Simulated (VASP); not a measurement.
# Cr (P6_3/mmc) in VASP: relaxation of shape and atoms at fixed volume with PBE

Aim: the relaxation of shape and atoms at fixed volume of Cr with PBE.

Program: VASP 6.6.1. These are calculated values, not measurements. Logs are shortened: lines on timing, memory, paths and dates and some standing lists are left out, and cuts for length are marked.

### Step 1. The cell of the first run

The structure is hexagonal, space group P6_3/mmc (No. 194). Conventional cell: a = 2.002 Å, b = 2.002 Å, c = 3.574 Å, α = 90.00°, β = 90.00°, γ = 120.00°. Within 2.7 Å of Cr (site symmetry -6m2) lie 12 Cr at 2.00 to 2.13 Å.

### Step 2. Relaxation of shape and atoms at fixed volume, PBE

Contents of INCAR:

```
PREC = Accurate
ENCUT = 600
EDIFF = 1E-7
ISMEAR = -1
SIGMA = 0.1
LREAL = F
LASPH = T
NELM = 120
ALGO = Normal
ISIF = 4
LWAVE = F
LCHARG = F
GGA = PE
IBRION = 2
NSW = 50
EDIFFG = -0.005
GGA_COMPAT = F
NELMIN = 4
```

Contents of KPOINTS:

```
Automatic mesh
0
Gamma
  17 17 9
```

Contents of POSCAR:

```
Cr
1.0
    2.0019465985      0.0000000000      0.0000000000
   -1.0009732992      1.7337366113      0.0000000000
    0.0000000000      0.0000000000      3.5740377841
Cr
2
Direct
    0.3333333333      0.6666666667      0.2500000000
    0.6666666667      0.3333333333      0.7500000000
```

Potentials or basis: VASP PAW PBE potentials, release 64 (Cr_sv).

Started as:

```
> cat potpaw_PBE.64/Cr_sv/POTCAR > POTCAR
> mpirun -np 1 vasp_std > vasp.out
```

OUTCAR:

```text
PREC = Accurate
   ENCUT = 600
   EDIFF = 1E-7
   ISMEAR = -1
   LREAL = F
   LASPH = T
   NELM = 120
   ISIF = 4
   GGA = PE
   IBRION = 2
   NSW = 50
   EDIFFG = -0.005
   NELMIN = 4

 ion  position               nearest neighbor table
   1  0.333  0.667  0.250-   2 2.13   2 2.13   2 2.13   2 2.13   2 2.13   2 2.13
   2  0.667  0.333  0.750-   1 2.13   1 2.13   1 2.13   1 2.13   1 2.13   1 2.13

  LATTYP: Found a hexagonal cell.
 ALAT       =     2.0019465985
 C/A-ratio  =     1.7852812791

  Lattice vectors:

 A1 = (   2.0019465985,   0.0000000000,   0.0000000000)
 A2 = (  -1.0009732992,   1.7337366113,   0.0000000000)
 A3 = (   0.0000000000,   0.0000000000,   3.5740377841)

Analysis of symmetry for initial positions (statically):
=====================================================================
 Subroutine PRICEL returns:
 Original cell was already a primitive cell.

 Routine SETGRP: Setting up the symmetry group for a
 hexagonal supercell.

 Subroutine GETGRP returns: Found 24 space group operations
 (whereof 12 operations were pure point group operations)
 out of a pool of 24 trial point group operations.

The static configuration has the point symmetry D_3d.
 The point group associated with its full space group is D_6h.

Analysis of symmetry for dynamics (positions and initial velocities):
=====================================================================
 Subroutine PRICEL returns:
 Original cell was already a primitive cell.

 Routine SETGRP: Setting up the symmetry group for a
 hexagonal supercell.

 Subroutine GETGRP returns: Found 24 space group operations
 (whereof 12 operations were pure point group operations)
 out of a pool of 24 trial point group operations.

The dynamic configuration has the point symmetry D_3d.
 The point group associated with its full space group is D_6h.

 Subroutine INISYM returns: Found 24 space group operations
 (whereof 12 operations are pure point group operations),
 and found     1 'primitive' translations

----------------------------------------------------------------------------------------

                                     Primitive cell

  volume of cell :      12.4049

[... 93 lines left out ...]
   NFREE  =      1    steps in history (QN), initial steepest desc. (CG)
   ISIF   =      4    stress and relaxation
   ISYM   =      2    0-nonsym 1-usesym 2-fastsym
   POTIM  = 0.5000    time-step for ionic-motion
   TEBEG  =    0.0;   TEEND  =   0.0 temperature during run
   PSTRESS=    0.0 pullay stress
   NELECT =      28.0000    total number of electrons
   NUPDOWN=      -1.0000    fix difference up-down
   EMIN   =  10.00;   EMAX   =-10.00  energy-range for DOS
   EFERMI =   0.00;   METHOD = LEGACY
   ISMEAR =    -1;   SIGMA  =   0.10  broadening in eV -4-tet -1-fermi 0-gaus
   EFERMI_NEDOS =   21; number of points for ismear=-14 and -15
   IALGO  =     38    algorithm
   IMIX   =      4    mixing-type and parameters
     AMIX     =   0.40;   BMIX     =  1.00
     AMIX_MAG =   1.60;   BMIX_MAG =  1.00
  volume/ion in A,a.u.               =       6.20        41.86
  Fermi-wavevector in a.u.,A,eV,Ry     =   2.147481  4.058150 62.745622  4.611673
  Thomas-Fermi vector in A             =   3.124773
   LORBIT       =      0    0 simple, 1 ext, 2 COOP (PROOUT), +10 PAW based schemes
   GGA     = PE    functional components
   LHFCALC =     F    Hartree Fock is set to
   AEXX    =    0.0000 exact exchange contribution
   IVDW    =     0    specifies the selected vdW correction
   LEPSILON=     F    determine dielectric tensor
   LRPA    =     F    only Hartree local field effects (RPA)
 conjugate gradient relaxation of ions
 non-spin polarized calculation
  energy-cutoff  :      600.00
  volume of cell :       12.40
 maximum number of plane-waves:       424
 NGX is ok and might be reduce to    16
   NGX =  7   NGY =  7   NGZ = 15

--------------------------------------- Ionic step        1  -------------------------------------------

 number of electron      27.9999984 magnetization

 Free energy of the ion-electron system (eV)
  ---------------------------------------------------
  ext. energy  EPLUGINS =         0.00000000
  ---------------------------------------------------
  free energy    TOTEN  =        -7.01195834 eV

  energy without entropy =       -6.95324824  energy(sigma->0) =       -6.98260329

------------------------ aborting loop because EDIFF is reached ----------------------------------------

  FORCE on cell =-STRESS in cart. coord.  units (eV):
  Direction    XX          YY          ZZ          XY          YZ          ZX
  --------------------------------------------------------------------------------------
  -------------------------------------------------------------------------------------
  Total       42.7546871     42.7546871     38.2094751      0.0000000     -0.0000000      0.0000000
  in kB     5522.0402287   5522.0402286   4934.9971404      0.0000002     -0.0000000      0.0000000
  external PRESSURE =    5326.3591993 kB  Pullay stress =       0.0000000 kB
[... 59 lines left out ...]
--------------------------------------- Ionic step        3  -------------------------------------------

 number of electron      28.0000006 magnetization

 Free energy of the ion-electron system (eV)
  ---------------------------------------------------
  ext. energy  EPLUGINS =         0.00000000
  ---------------------------------------------------
  free energy    TOTEN  =        -7.14609414 eV

  energy without entropy =       -7.09078421  energy(sigma->0) =       -7.11843917

 E-fermi :  27.6536     XC(G=0): -17.7526

 val. band max:       27.6488706404   @ k =   0.4118   0.0588   0.0000
 cond. band min:      27.6718001807   @ k =   0.1176   0.0000   0.1111
 fundamental gap:      0.0229295402
 Fermi energy:        27.6535953536

 k-point     1 :       0.0000    0.0000    0.0000
  band No.  band energies     occupation
      1     -45.4959      2.00000
      2     -43.6110      2.00000
      3     -18.6708      2.00000
      4     -13.8013      2.00000
      5     -13.8013      2.00000
      6     -13.1388      2.00000
[... 481 lines left out ...]
      5     -16.1751      2.00000
      6     -14.6139      2.00000
[... 10 lines left out ...]
     17      30.8875      0.00000
     18      32.7855      0.00000

 [... further k-points ...]

------------------------ aborting loop because EDIFF is reached ----------------------------------------

  FORCE on cell =-STRESS in cart. coord.  units (eV):
  Direction    XX          YY          ZZ          XY          YZ          ZX
  --------------------------------------------------------------------------------------
  -------------------------------------------------------------------------------------
  Total       40.5172517     40.5172517     40.5212530      0.0000000     -0.0000000      0.0000000
  in kB     5233.0611964   5233.0611960   5233.5779887      0.0000004     -0.0000000      0.0000000
  external PRESSURE =    5233.2334604 kB  Pullay stress =       0.0000000 kB
[... 17 lines left out ...]
  FREE ENERGIE OF THE ION-ELECTRON SYSTEM (eV)
  ---------------------------------------------------
  free  energy   TOTEN  =        -7.1460941377 eV

  energy  without entropy=       -7.0907842065  energy(sigma->0) =       -7.11843917

 reached required accuracy - stopping structural energy minimisation
```

OSZICAR:

```text
N       E                     dE             d eps       ncg     rms          rms(c)
DAV:   1     0.613146997796E+03    0.61315E+03   -0.17823E+04  6392   0.592E+03
DAV:   2     0.446868600842E+02   -0.56846E+03   -0.55998E+03  6722   0.107E+03
DAV:   3    -0.801798320649E+00   -0.45489E+02   -0.43581E+02  8210   0.377E+02
[... 32 lines left out ...]
DAV:   5    -0.714608492790E+01   -0.15474E-04   -0.89205E-05 11266   0.144E-01    0.176E-02
DAV:   6    -0.714609314302E+01   -0.82151E-05   -0.51869E-06 10210   0.628E-02    0.584E-03
DAV:   7    -0.714609493235E+01   -0.17893E-05   -0.44158E-07  6358   0.137E-02    0.249E-03
DAV:   8    -0.714609417657E+01    0.75578E-06   -0.11001E-07  4166   0.641E-03    0.839E-04
DAV:   9    -0.714609413766E+01    0.38913E-07   -0.20717E-08  3246   0.343E-03
   3 F= -.71460941E+01 E0= -.71184392E+01  d E =-.134136E+00
```

It took 43 s on 1 thread of Intel Xeon 6975P-C (Granite Rapids), shared host; peak memory 0.15 GiB.

Results:

* Free energy: -7.1461 eV
* Energy gained by relaxing: 67.1 meV/atom
* Ionic steps: 3
* Pressure after relaxing: 523.3 GPa
* Band gap on the k mesh: zero (band 14 reaches 29.46 eV, above the bottom of band 15 at 25.98 eV)

The path:
| step | energy change (eV) | largest force (eV/Å) | pressure (GPa) | volume (Å³) |
| --- | --- | --- | --- | --- |
| 1 | 0.0000 | 0.0000 | 532.64 | 12.40 |
| 2 | -0.1328 | 0.0000 | 523.27 | 12.40 |
| 3 | -0.1341 | 0.0000 | 523.32 | 12.40 |

Final structure:
```yaml
crystal:
  lattice:
    - [2.07004, 0.00000, 0.00000]
    - [-1.03502, 1.79271, 0.00000]
    - [0.00000, 0.00000, 3.34277]
  atoms:
    - { symbol: Cr, position: [0.33333, 0.66667, 0.25000] }
    - { symbol: Cr, position: [0.66667, 0.33333, 0.75000] }
```

Levels at points of the mesh, in eV from the Fermi level:
```csv
k point,band 12,band 13,band 14,band 15,band 16,band 17
"(0.00, 0.00, 0.00)",-1.80,-1.71,-0.49,-0.49,0.77,0.77
```

Caveat: the run has no spin polarisation, though such a crystal can be magnetic. Spin polarisation is off, so any magnetic state and its effect on volume and gap are missing.
